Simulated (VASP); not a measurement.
Wanted: the native input for a VASP 6.6.1 run.

- Task: single point
- Functional: PBEsol
- Potentials or basis: VASP PAW PBE potentials, release 64 (Ti_sv)
- Cutoff: 520 eV
- k mesh: 16 × 16 × 16
- Occupations: gaussian, width 0.1 eV
- Spin: no spin polarisation
- Dipole correction: no
- Further INCAR settings: ALGO = Normal; EDIFF = 1e-07; NBANDS = 19

The structure of Ti lies in POSCAR:

```
Ti
1.0
    3.2102321259      0.0000000000      0.0000000000
    0.0000000000      3.2102321259      0.0000000000
    0.0000000000      0.0000000000      3.2102321259
Ti
2
Direct
    0.0000000000      0.0000000000      0.0000000000
    0.5000000000      0.5000000000      0.5000000000
```

This isn't the form of Ti at room conditions, which is hcp.

The input as run:

INCAR

```
SYSTEM = Ti
PREC = Accurate ; ENCUT = 520
EDIFF = 1E-7 ; ISMEAR = 0
SIGMA = 0.1 ; LREAL = .False.
LASPH = .True. ; NELM = 80
ALGO = Normal ; ISIF = 2
LWAVE = .False. ; LCHARG = .False.
GGA = PS ; NBANDS = 19
```

KPOINTS

```
Automatic mesh
0
Gamma
  16 16 16
  0 0 0
```

Potentials or basis: VASP PAW PBE potentials, release 64 (Ti_sv).

The run is started by

```console
$ cat potpaw_PBE.64/Ti_sv/POTCAR > POTCAR
$ mpirun -np 1 vasp_std > vasp.out
```

It gave:

The pressure is -0.3 GPa and the band gap on the k mesh is zero (bands 12 and 13 overlap by 1.65 eV).

Caveat: the PAW data sets were made with another functional, which shifts forces and pressure a little.

Run time: 83 s on 1 thread of Intel Xeon 8259CL, with other jobs on the host, peak memory 0.2 GiB.
